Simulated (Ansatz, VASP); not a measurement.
Two plane-wave programs on SnSbS2

```
CELL_PARAMETERS angstrom
5.21142 0.00000 0.00000
0.00000 5.21142 0.00000
0.00000 0.00000 3.73624
ATOMIC_POSITIONS crystal
Sn 0.50000 0.50000 0.50000
Sb 0.00000 0.00000 0.00000
S 0.00000 0.50000 0.23928
S 0.50000 0.00000 0.76072
```

Change from the starting cell: species swapped into the ZnSnP2 type (P-4m2, No. 115).

Alike in both runs: functional PBE; k mesh 4 × 4 × 4; occupations gaussian, width 0.1 eV; no spin polarisation.

Ansatz relaxed the structure, and its values are those at the end. VASP's run is a single point on that final structure, the one shown.

```csv
,VASP,Ansatz
version,VASP 6.6.1,Ansatz 0.2.0
potentials or method,"VASP PAW PBE potentials, release 64 (Sn_d, Sb, S), cutoff 520 eV","scalar-relativistic, plane waves, PAW"
valence electrons in the cell,31,41
```

VASP gave:

| Quantity | Value |
| --- | --- |
| gap on the k mesh at the Fermi level (eV) | none |
| pressure (GPa) | 0.0 |
| rms of the force components (eV/Å) | 0.004 |

**Question.** Estimate Ansatz's values.

**Answer.** gap on the k mesh at the Fermi level (eV): none; pressure (GPa): 0.1; rms of the force components (eV/Å): 0.001.

A gap of «none» marks a metal or a gap that the smearing closes. VASP's potentials hold 31 valence electrons a cell and Ansatz's 41, so a difference there can come from the potentials and not from the codes.

The k mesh is coarse, so the values compare programs but aren't converged. Neither program's run includes spin-orbit coupling.
